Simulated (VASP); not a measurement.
GeW4:

```
Ge W
1.0
    -3.03123    3.03123    3.03123
     3.03123   -3.03123    3.03123
     3.03123    3.03123   -3.03123
Ge W
1 4
Direct
  0.00000 0.00000 0.00000
  0.34960 0.34960 0.34960
  0.65040 0.00000 0.00000
  0.00000 0.00000 0.65040
  0.00000 0.65040 0.00000
```

The cell was generated, and may not be a known phase.

| Quantity | Value |
| --- | --- |
| Program | VASP 6.6.1 |
| Task | relaxation of cell and atoms |
| Functional | PBE |
| Potentials or basis | VASP PAW PBE potentials, release 64 (Ge_d, W_sv) |
| Cutoff | 600 eV |
| k mesh | 4 × 4 × 4 |
| Occupations | gaussian, width 0.1 eV |
| Spin | no spin polarisation |

At the start: pressure 72.7 GPa; volume 22.28 Å³/atom.

Question: How do energy, volume and symmetry change on relaxing?

Answer: Over 19 steps the energy falls by 5820.3 meV/atom and the volume is 18.85 Å³/atom (-15.4 %); space group I-43m (No. 217, to 0.1 Å) before, Im-3m (No. 229, to 0.1 Å).

Step by step:
| step | energy change (eV) | largest force (eV/Å) | pressure (GPa) | volume (Å³) |
| --- | --- | --- | --- | --- |
| 1 | 0.0000 | 27.1535 | 72.73 | 111.41 |
| 2 | 1.6588 | 1.1538 | -7.91 | 367.01 |
| 3 | 0.5039 | 0.9543 | -9.34 | 336.67 |
| 4 | -1.0137 | 0.7535 | -11.30 | 306.80 |
| 5 | -12.8989 | 0.0446 | -25.66 | 192.92 |
| 6 | -20.0722 | 1.3025 | -27.84 | 148.45 |
| 7 | -21.9022 | 3.5367 | -19.69 | 129.05 |
| 8 | -21.9110 | 4.1718 | -17.27 | 126.13 |
| 9 | -21.9198 | 3.9754 | -18.00 | 126.99 |
| 10 | -27.3264 | 4.5711 | 6.21 | 93.80 |
| 11 | -27.4373 | 3.7587 | 29.70 | 84.42 |
| 12 | -27.5666 | 4.1724 | 19.80 | 87.71 |
| 13 | -28.1980 | 2.9795 | 18.52 | 87.59 |
| 14 | -28.7685 | 0.0346 | 16.91 | 87.64 |
| 15 | -28.9246 | 0.3291 | -9.56 | 99.74 |
| 16 | -29.0988 | 0.2036 | 0.08 | 94.34 |
| 17 | -29.0987 | 0.1997 | 0.35 | 94.20 |
| 18 | -29.1012 | 0.0631 | 0.24 | 94.25 |
| 19 | -29.1015 | 0.0031 | 0.18 | 94.27 |

Final structure:
```
Ge W
1.0
    -2.86708    2.86708    2.86708
     2.86708   -2.86708    2.86708
     2.86708    2.86708   -2.86708
Ge W
1 4
Direct
  0.00000 0.00000 0.00000
  0.50002 0.50002 0.50002
  0.49998 0.00000 0.00000
  0.00000 0.00000 0.49998
  0.00000 0.49998 0.00000
```

Caveat: the k points lie up to 0.39 Å⁻¹ apart in the final cell, too coarse for converged energies and pressures of a metal; the volume moved by over 15 % at a fixed basis, so the end points are rough.
